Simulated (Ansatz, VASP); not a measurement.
**One calculation of ZrB, two programs**

```
Zr B
1.0
     0.00000    2.43157    2.43157
     2.43157    0.00000    2.43157
     2.43157    2.43157    0.00000
Zr B
1 1
Direct
  0.50000 0.50000 0.50000
  0.00000 0.00000 0.00000
```

Alike in both runs: task single point; functional PBE; dispersion D3(BJ); k mesh 8 × 8 × 8; occupations gaussian, width 0.05 eV; no spin polarisation.

```csv
,VASP,Ansatz
version,VASP 6.6.1,Ansatz 0.2.0
potentials or method,"VASP PAW PBE potentials, release 64 (Zr_sv, B), cutoff 500 eV","scalar-relativistic, plane waves, PAW"
valence electrons in the cell,15,15
```

Ansatz gave:

| Quantity | Value |
| --- | --- |
| gap on the k mesh at the Fermi level (eV) | none |
| pressure (GPa) | -0.2 |

Question: Which values does VASP return?

Answer: gap on the k mesh at the Fermi level (eV): none; pressure (GPa): -0.1.

A gap of «none» marks a metal or a gap that the smearing closes.
